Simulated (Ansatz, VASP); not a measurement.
## CdSe in VASP and in Ansatz

Contents of POSCAR:

```
CdSe
1.0
    6.3394172940     -1.9393979104      1.3208730178
    6.3394172940      1.9393979104      1.3208730178
   -0.8019206510      0.0000000000      3.8490293589
Cd Se
2 2
Direct
    0.1594407197      0.1594407197      1.2499981447
    0.8405592803      0.8405592803     -0.2499981447
    0.3718281809      0.3718281809      0.2500086649
    0.6281718191      0.6281718191      0.7499913351
```

INCAR.step1

```
SYSTEM = CdSe
PREC = Accurate
ENCUT = 520
ISMEAR = -1
SIGMA = 0.03
LREAL = .False.
LASPH = .True.
NELM = 80
NBANDS = 26
GGA = PE
ALGO = Normal
EDIFF = 1E-4
LWAVE = .True.
LCHARG = .False.
LUSENCCL = .False.
```

File INCAR.step2:

```
SYSTEM = CdSe
PREC = Accurate
ENCUT = 520
EDIFF = 1E-6
ISMEAR = -1
SIGMA = 0.03
LREAL = .False.
LASPH = .True.
NELM = 80
ALGO = Normal
ISIF = 2
LWAVE = .False.
LCHARG = .False.
METAGGA = R2SCAN
LMIXTAU = .True.
LUSE_VDW = .True.
IVDW_NL = 2
BPARAM = 11.95
CPARAM = 0.0093
NBANDS = 26
ISTART = 1
LUSENCCL = .False.
```

KPOINTS

```
Automatic mesh
0
Gamma
  8 8 8
  0 0 0
```

Input for Ansatz:

```yaml
crystal:
  lattice:
    - [6.339417294, -1.9393979104, 1.3208730178]
    - [6.339417294, 1.9393979104, 1.3208730178]
    - [-0.801920651, 0.0, 3.8490293589]
  atoms:
    - { symbol: Cd, position: [0.1594407197, 0.1594407197, 1.2499981447] }
    - { symbol: Cd, position: [0.8405592803, 0.8405592803, -0.2499981447] }
    - { symbol: Se, position: [0.3718281809, 0.3718281809, 0.2500086649] }
    - { symbol: Se, position: [0.6281718191, 0.6281718191, 0.7499913351] }
kpoints:
  mp_grid: { grid: [8, 8, 8] }
  band_path:
    path:
      - [0.0, 0.0, 0.0]
      - [0.5, 0.5, 4.4044e-06]
      - [0.272424294, 0.727575706, 4.4044e-06]
      - [-0.272424294, 0.272424294, 0.0]
      - [0.0, 0.0, -0.4999999999]
      - [-0.272424294, 0.272424294, -0.4999999999]
      - [0.272424294, 0.727575706, -0.4999955955]
      - [0.5, 0.5, -0.4999955955]
      - [0.0, 0.5, 2.2022e-06]
    npoints: 1
hamiltonian:
  xc: r2scan
  dispersion: rvv10
scf:
  occupations: { method: fermi_dirac, width: 0.03 }
  n_extra_bands: 5
output:
  forces: true
  stress: true
  eigenvalues: true
  write_density: true
  write_potential: true
  elf: true
  volumetric_format: npy
```

Alike in both runs: task single point; functional r2SCAN; dispersion rVV10; k mesh 8 × 8 × 8; occupations fermi-dirac, width 0.03 eV; no spin polarisation.

|  | VASP | Ansatz |
| --- | --- | --- |
| version | VASP 6.6.1 | Ansatz 0.2.0 |
| potentials or method | VASP PAW PBE potentials, release 64 (Cd, Se) | plane waves, PAW |
| plane-wave cutoff (eV) | 520 | 500 |
| valence electrons in the cell | 36 | 72 |

|  | VASP | Ansatz | Ansatz less VASP |
| --- | --- | --- | --- |
| pressure (GPa) | 0.5 | 0.0 | -0.54 |
| traceless stress, the component that is largest in VASP (GPa) | -0.07 | 0.04 | +0.115 |
| rms of the force components (eV/Å) | 0.023 | 0.001 | -0.0216 |

VASP's potentials were made for PBE, not for r2SCAN. Atom by atom the forces differ by 0.023 eV/Å (rms over components). VASP's potentials hold 36 valence electrons a cell and Ansatz's 72, so a difference there can come from the potentials and not from the codes. Ansatz's warnings: near symmetry operations not taken.
